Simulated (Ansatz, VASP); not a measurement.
**Two plane-wave programs on Ca5Si2S2**

```xyz
9
Lattice="4.9323 0.0000 0.0000 -2.4662 4.2715 0.0000 0.0000 0.0000 9.4306" Properties=species:S:1:pos:R:3 pbc="T T T"
Ca    0.0000    2.8477    1.0782
Ca    2.4662    1.4238    8.3525
Ca    0.0000    2.8477    4.0679
Ca    2.4662    1.4238    5.3628
Ca    0.0000    0.0000    0.0000
Si    0.0000    0.0000    2.8964
Si    0.0000    0.0000    6.5342
S     0.0000    2.8477    7.1496
S     2.4662    1.4238    2.2810
```

Change from the starting cell: species swapped into the Li5Cu2Ge2 type (P-3m1, No. 164).

Alike in both runs: task relaxation of cell and atoms; functional PBE; k mesh 6 × 6 × 2; occupations gaussian, width 0.1 eV; no spin polarisation.

|  | VASP | Ansatz |
| --- | --- | --- |
| version | VASP 6.6.1 | Ansatz 0.2.0 |
| potentials or method | VASP PAW PBE potentials, release 64 (Ca_sv, Si, S), cutoff 600 eV | scalar-relativistic, plane waves, PAW |
| valence electrons in the cell | 70 | 70 |

Ansatz gave:

| Property | Result |
| --- | --- |
| gap on the k mesh at the Fermi level, each at its own relaxed structure (eV) | 0.28 |
| relaxed volume (Å³/atom) | 23.22 |
| relaxed length of the cell vector where the two differ most in proportion (Å) | 9.812 |

Question: Which values does VASP return?

Answer: gap on the k mesh at the Fermi level, each at its own relaxed structure (eV): 0.26; relaxed volume (Å³/atom): 23.32; relaxed length of the cell vector where the two differ most in proportion (Å): 9.767.
